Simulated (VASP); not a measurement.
# Cu (Pmmn) in VASP: a series of runs

Runs on Cu. Level: PBE. Tasks: single point.

All numbers are computed with VASP 6.6.1; they aren't measurements. Logs are shortened: lines on timing, memory, paths and dates and some standing lists are left out, and cuts for length are marked.

### 1 The cell of the first run

It takes space group Pmmn (No. 59, orthorhombic). Conventional cell: a = 2.556 Å, b = 3.615 Å, c = 10.475 Å, α = 90.00°, β = 90.00°, γ = 90.00°. Within 3.4 Å of Cu (site symmetry mm2) lie 12 Cu at 2.56 to 2.81 Å. Cu (site symmetry mm2) has 12 Cu at 2.56 to 2.81 Å within 3.4 Å. Cu (site symmetry mm2) has 12 Cu at 2.56 Å within 3.4 Å. Cu (site symmetry mm2) has 12 Cu at 2.56 Å within 3.4 Å.

### 2 Single point, PBE (the distance across one plane changed)

Input file INCAR:

```
PREC = Accurate
ENCUT = 520
EDIFF = 1E-6
ISMEAR = 0
SIGMA = 0.15
LREAL = F
LASPH = T
NELM = 100
ALGO = Fast
ISIF = 2
LWAVE = F
LCHARG = F
GGA = PE
NBANDS = 54
```

Input file KPOINTS:

```
regular mesh
0
Gamma
  13 18 5
```

Input file POSCAR:

```
Cu
1.0
    3.6150000000      0.0000000000      0.0000000000
    0.0000000000      1.8075000000     -1.8075000000
    0.0000000000      7.4067766953      7.4067766953
Cu
8
Direct
    0.0000000000      0.0000000000      0.9151247943
    0.5000000000      0.5000000000      0.0610083196
    0.0000000000      0.0000000000      0.1830249589
    0.5000000000      0.5000000000      0.3050415981
    0.0000000000      0.0000000000      0.4270582374
    0.5000000000      0.5000000000      0.5490748766
    0.0000000000      0.0000000000      0.6710915158
    0.5000000000      0.5000000000      0.7931081551
```

Potentials or basis: VASP PAW PBE potentials, release 64 (Cu).

Command:

```console
cat potpaw_PBE.64/Cu/POTCAR > POTCAR
mpirun -np 1 vasp_std > vasp.out
```

OUTCAR:

```text
PREC = Accurate
   ENCUT = 520
   EDIFF = 1E-6
   ISMEAR = 0
   LREAL = F
   LASPH = T
   NELM = 100
   ISIF = 2
   GGA = PE

 ion  position               nearest neighbor table
   1  0.000  0.000  0.915-   8 2.56   8 2.56   8 2.56   8 2.56   7 2.56   2 2.69   2 2.69   2 2.69
                             2 2.69
   2  0.500  0.500  0.061-   4 2.56   3 2.56   3 2.56   3 2.56   3 2.56   1 2.69   1 2.69   1 2.69
                             1 2.69
   3  0.000  0.000  0.183-   4 2.56   4 2.56   4 2.56   4 2.56   5 2.56   2 2.56   2 2.56   2 2.56
                             2 2.56
   4  0.500  0.500  0.305-   3 2.56   3 2.56   3 2.56   3 2.56   2 2.56   6 2.56   5 2.56   5 2.56
                             5 2.56   5 2.56
   5  0.000  0.000  0.427-   7 2.56   6 2.56   6 2.56   6 2.56   6 2.56   3 2.56   4 2.56   4 2.56
                             4 2.56   4 2.56
   6  0.500  0.500  0.549-   7 2.56   7 2.56   7 2.56   7 2.56   5 2.56   5 2.56   5 2.56   5 2.56
                             8 2.56   4 2.56
   7  0.000  0.000  0.671-   5 2.56   6 2.56   6 2.56   6 2.56   6 2.56   1 2.56   8 2.56   8 2.56
                             8 2.56   8 2.56
   8  0.500  0.500  0.793-   1 2.56   1 2.56   1 2.56   1 2.56   6 2.56   7 2.56   7 2.56   7 2.56
                             7 2.56

  LATTYP: Found a simple orthorhombic cell.
 ALAT       =     2.5561910140
 B/A-ratio  =     1.4142135624
 C/A-ratio  =     4.0978017678

  Lattice vectors:

 A1 = (   0.0000000000,  -1.8075000000,   1.8075000000)
 A2 = (   3.6150000000,   0.0000000000,   0.0000000000)
 A3 = (   0.0000000000,   7.4067766953,   7.4067766953)

Analysis of symmetry for initial positions (statically):
=====================================================================
 Subroutine PRICEL returns:
 Original cell was already a primitive cell.

 Routine SETGRP: Setting up the symmetry group for a
 simple orthorhombic supercell.

 Subroutine GETGRP returns: Found  8 space group operations
 (whereof  4 operations were pure point group operations)
 out of a pool of  8 trial point group operations.

The static configuration has the point symmetry C_2v.
 The point group associated with its full space group is D_2h.

Analysis of symmetry for dynamics (positions and initial velocities):
=====================================================================
 Subroutine PRICEL returns:
 Original cell was already a primitive cell.

 Routine SETGRP: Setting up the symmetry group for a
 simple orthorhombic supercell.

 Subroutine GETGRP returns: Found  8 space group operations
 (whereof  4 operations were pure point group operations)
 out of a pool of  8 trial point group operations.

The dynamic configuration has the point symmetry C_2v.
[... 122 lines left out ...]
   PSTRESS=    0.0 pullay stress
   NELECT =      88.0000    total number of electrons
   NUPDOWN=      -1.0000    fix difference up-down
   EMIN   =  10.00;   EMAX   =-10.00  energy-range for DOS
   EFERMI =   0.00;   METHOD = LEGACY
   ISMEAR =     0;   SIGMA  =   0.15  broadening in eV -4-tet -1-fermi 0-gaus
   EFERMI_NEDOS =   21; number of points for ismear=-14 and -15
   IALGO  =     68    algorithm
   IMIX   =      4    mixing-type and parameters
     AMIX     =   0.40;   BMIX     =  1.00
     AMIX_MAG =   1.60;   BMIX_MAG =  1.00
  volume/ion in A,a.u.               =      12.10        81.65
  Fermi-wavevector in a.u.,A,eV,Ry     =   1.585941  2.996994 34.221506  2.515210
  Thomas-Fermi vector in A             =   2.685329
   LORBIT       =      0    0 simple, 1 ext, 2 COOP (PROOUT), +10 PAW based schemes
   GGA     = PE    functional components
   LHFCALC =     F    Hartree Fock is set to
   AEXX    =    0.0000 exact exchange contribution
   IVDW    =     0    specifies the selected vdW correction
   LEPSILON=     F    determine dielectric tensor
   LRPA    =     F    only Hartree local field effects (RPA)
 non-spin polarized calculation
 RMM-DIIS sequential band-by-band and
 Gauss-broadening in eV      SIGMA  =   0.15
  energy-cutoff  :      520.00
  volume of cell :       96.79
 maximum number of plane-waves:      2636
 NGX is ok and might be reduce to    28
   NGX = 13   NGY =  9   NGZ = 39

 number of electron      87.9999869 magnetization

 Free energy of the ion-electron system (eV)
  ---------------------------------------------------
  ext. energy  EPLUGINS =         0.00000000
  ---------------------------------------------------
  free energy    TOTEN  =       -29.72302695 eV

  energy without entropy =      -29.69462224  energy(sigma->0) =      -29.70882459

 E-fermi :   7.3003     XC(G=0): -12.5814

 val. band max:        7.2938652856   @ k =   0.3846   0.0556   0.4000
 cond. band min:       7.3004776395   @ k =   0.4615   0.3333   0.0000
 fundamental gap:      0.0066123540
 Fermi energy:         7.3003418356

 k-point     1 :       0.0000    0.0000    0.0000
  band No.  band energies     occupation
      1      -1.9121      2.00000
      2      -0.6002      2.00000
      3      -0.3530      2.00000
      4       2.5054      2.00000
      5       2.5718      2.00000
      6       2.6494      2.00000
[... 1357 lines left out ...]
     53      16.2955      0.00000
     54      16.9572      0.00000

 [... further k-points ...]

------------------------ aborting loop because EDIFF is reached ----------------------------------------

  FORCE on cell =-STRESS in cart. coord.  units (eV):
  Direction    XX          YY          ZZ          XY          YZ          ZX
  --------------------------------------------------------------------------------------
  -------------------------------------------------------------------------------------
  Total       -0.0949051     -0.1931436     -0.1931436     -0.0000000     -0.8773199      0.0000000
  in kB       -1.5709214     -3.1970172     -3.1970172     -0.0000000    -14.5218756      0.0000000
  external PRESSURE =      -2.6549853 kB  Pullay stress =       0.0000000 kB

 VOLUME and BASIS-vectors are now :
 -----------------------------------------------------------------------------
  energy-cutoff  :      520.00
  volume of cell :       96.79
      direct lattice vectors                 reciprocal lattice vectors
     3.615000000  0.000000000  0.000000000     0.276625173  0.000000000  0.000000000
     0.000000000  1.807500000 -1.807500000     0.000000000  0.276625173 -0.276625173
     0.000000000  7.406776695  7.406776695     0.000000000  0.067505748  0.067505748

 POSITION                                       TOTAL-FORCE (eV/Angst)
 -----------------------------------------------------------------------------------
      0.00000      6.77812      6.77812         0.000000      0.425300      0.425300
      1.80750      1.35562     -0.45188         0.000000     -0.425300     -0.425300
      0.00000      1.35563      1.35563         0.000000     -0.203919     -0.203919
      1.80750      3.16312      1.35562         0.000000     -0.022839     -0.022839
      0.00000      3.16313      3.16313         0.000000      0.007395      0.007395
      1.80750      4.97062      3.16312         0.000000     -0.007395     -0.007395
      0.00000      4.97062      4.97062         0.000000      0.022839      0.022839
      1.80750      6.77813      4.97063         0.000000      0.203919      0.203919
 -----------------------------------------------------------------------------------
    total drift:                                0.000000      0.000082      0.000082

  FREE ENERGIE OF THE ION-ELECTRON SYSTEM (eV)
  ---------------------------------------------------
  free  energy   TOTEN  =       -29.7230269455 eV

  energy  without entropy=      -29.6946222424  energy(sigma->0) =      -29.70882459
```

stdout:

```text
POSCAR found type information on POSCAR Cu
 POSCAR found :  1 types and       8 ions
 scaLAPACK will be used
 LDA part: xc-table for (Slater+PW92), standard interpolation
 POSCAR, INCAR and KPOINTS ok, starting setup
 FFT: planning ... GRIDC
 FFT: planning ... GRID_SOFT
 FFT: planning ... GRID
 WAVECAR not read
 entering main loop
```

Wall time 21 min (1 thread of Oxide Virtual Turin-like, shared host); peak memory 0.71 GiB.

What came out:

```yaml
Free_energy: -29.7230 eV
Pressure: -0.3 GPa
Largest_force: 0.601 eV/Å
Band_gap_on_the_k_mesh: zero (bands 44 and 45 overlap by 3.50 eV)
```

Forces on the atoms (eV/Å):
```
Cu   0.000  0.425  0.425
Cu   0.000 -0.425 -0.425
Cu   0.000 -0.204 -0.204
Cu   0.000 -0.023 -0.023
Cu   0.000  0.007  0.007
Cu   0.000 -0.007 -0.007
Cu   0.000  0.023  0.023
Cu   0.000  0.204  0.204
```

Caveat: the cell differs from its parent crystal (the distance across one plane changed).

### 3 Single point, PBE (the distance across one plane changed)

Input file INCAR:

```
SYSTEM = Cu
ALGO = Fast
EDIFF = 1E-7
ENCUT = 520
GGA = PE
ISIF = 2
ISMEAR = 0
LASPH = .TRUE.
LCHARG = .TRUE.
LELF = .TRUE.
LREAL = .FALSE.
LVHAR = .TRUE.
LWAVE = .FALSE.
NBANDS = 54
NELM = 100
PREC = Accurate
SIGMA = 0.15
```

Input file KPOINTS:

```
k-points
0
G
  13 18 5
  0 0 0
```

Input file POSCAR:

```
Cu
1.0
    3.6150000000      0.0000000000      0.0000000000
    0.0000000000      1.8075000000     -1.8075000000
    0.0000000000      7.5835533906      7.5835533906
Cu
8
Direct
    0.0000000000      0.0000000000      0.8937927448
    0.5000000000      0.5000000000      0.0595861830
    0.0000000000      0.0000000000      0.1787585490
    0.5000000000      0.5000000000      0.2979309149
    0.0000000000      0.0000000000      0.4171032809
    0.5000000000      0.5000000000      0.5362756469
    0.0000000000      0.0000000000      0.6554480128
    0.5000000000      0.5000000000      0.7746203788
```

Potentials or basis: VASP PAW PBE potentials, release 64 (Cu).

Command:

```console
cat potpaw_PBE.64/Cu/POTCAR > POTCAR
mpirun -np 1 vasp_std > vasp.out
```

OUTCAR:

```text
SYSTEM = Cu
   EDIFF = 1E-7
   ENCUT = 520
   GGA = PE
   ISIF = 2
   ISMEAR = 0
   LASPH = .TRUE.
   LREAL = .FALSE.
   NELM = 100
   PREC = Accurate

 ion  position               nearest neighbor table
   1  0.000  0.000  0.894-   8 2.56   8 2.56   8 2.56   8 2.56   7 2.56
   2  0.500  0.500  0.060-   4 2.56   3 2.56   3 2.56   3 2.56   3 2.56
   3  0.000  0.000  0.179-   5 2.56   4 2.56   4 2.56   4 2.56   4 2.56   2 2.56   2 2.56   2 2.56
                             2 2.56
   4  0.500  0.500  0.298-   2 2.56   3 2.56   3 2.56   3 2.56   3 2.56   5 2.56   5 2.56   5 2.56
                             5 2.56   6 2.56
   5  0.000  0.000  0.417-   3 2.56   7 2.56   6 2.56   4 2.56   4 2.56   6 2.56   4 2.56   6 2.56
                             4 2.56   6 2.56
[... 1593 lines left out ...]
  external PRESSURE =     -15.9253926 kB  Pullay stress =       0.0000000 kB

 VOLUME and BASIS-vectors are now :
 -----------------------------------------------------------------------------
  energy-cutoff  :      520.00
  volume of cell :       99.10
      direct lattice vectors                 reciprocal lattice vectors
     3.615000000  0.000000000  0.000000000     0.276625173  0.000000000  0.000000000
     0.000000000  1.807500000 -1.807500000     0.000000000  0.276625173 -0.276625173
     0.000000000  7.583553391  7.583553391     0.000000000  0.065932153  0.065932153

 POSITION                                       TOTAL-FORCE (eV/Angst)
 -----------------------------------------------------------------------------------
      0.00000      6.77813      6.77813         0.000000      0.570268      0.570268
      1.80750      1.35563     -0.45187         0.000000     -0.570268     -0.570268
      0.00000      1.35563      1.35563         0.000000     -0.245762     -0.245762
      1.80750      3.16312      1.35562         0.000000     -0.040405     -0.040405
      0.00000      3.16313      3.16313         0.000000      0.016504      0.016504
      1.80750      4.97063      3.16313         0.000000     -0.016504     -0.016504
      0.00000      4.97062      4.97062         0.000000      0.040405      0.040405
      1.80750      6.77813      4.97063         0.000000      0.245762      0.245762
 -----------------------------------------------------------------------------------
    total drift:                                0.000000     -0.000413     -0.000413

  FREE ENERGIE OF THE ION-ELECTRON SYSTEM (eV)
  ---------------------------------------------------
  free  energy   TOTEN  =       -29.4767841183 eV

  energy  without entropy=      -29.4478103766  energy(sigma->0) =      -29.46229725
```

OSZICAR:

```text
N       E                     dE             d eps       ncg     rms          rms(c)
DAV:   1     0.817774818084E+03    0.81777E+03   -0.37574E+04 22696   0.289E+03
DAV:   2     0.814384795525E+02   -0.73634E+03   -0.71712E+03 22680   0.513E+02
DAV:   3    -0.316221810453E+02   -0.11306E+03   -0.10571E+03 23082   0.245E+02
DAV:   4    -0.364135976807E+02   -0.47914E+01   -0.47392E+01 25354   0.715E+01
[... 10 lines left out ...]
RMM:  15    -0.294767831172E+02   -0.93436E-05   -0.10871E-04 32885   0.594E-02    0.625E-03
RMM:  16    -0.294767844980E+02   -0.13808E-05   -0.74240E-06 26539   0.198E-02    0.246E-03
RMM:  17    -0.294767843794E+02    0.11857E-06   -0.16007E-06 26725   0.931E-03    0.159E-03
RMM:  18    -0.294767841777E+02    0.20174E-06   -0.37968E-07 18687   0.413E-03    0.598E-04
RMM:  19    -0.294767841183E+02    0.59383E-07   -0.81179E-08 14040   0.286E-03
   1 F= -.29476784E+02 E0= -.29462297E+02  d E =-.289737E-01
```

stdout:

```text
POSCAR found type information on POSCAR Cu
 POSCAR found :  1 types and       8 ions
 scaLAPACK will be used
 LDA part: xc-table for (Slater+PW92), standard interpolation
 POSCAR, INCAR and KPOINTS ok, starting setup
 FFT: planning ... GRIDC
 FFT: planning ... GRID_SOFT
 FFT: planning ... GRID
 WAVECAR not read
 entering main loop
```

Run time: 29 min. Hardware: 1 thread of Oxide Virtual Turin-like, shared host; peak memory 0.72 GiB.

What came out:

```yaml
Free_energy: -29.4768 eV
Pressure: -1.6 GPa
Largest_force: 0.806 eV/Å
Band_gap_on_the_k_mesh: zero (bands 44 and 45 overlap by 3.36 eV)
```

Forces in eV/Å, atoms in the order of the input:
```
Cu   0.000  0.570  0.570
Cu   0.000 -0.570 -0.570
Cu   0.000 -0.246 -0.246
Cu   0.000 -0.040 -0.040
Cu   0.000  0.017  0.017
Cu   0.000 -0.017 -0.017
Cu   0.000  0.040  0.040
Cu   0.000  0.246  0.246
```

Stress tensor (GPa, compression positive):
```
-1.43  0.00  0.00
 0.00 -1.68 -1.90
 0.00 -1.90 -1.68
```

Caveat: the cell differs from its parent crystal (the distance across one plane changed).
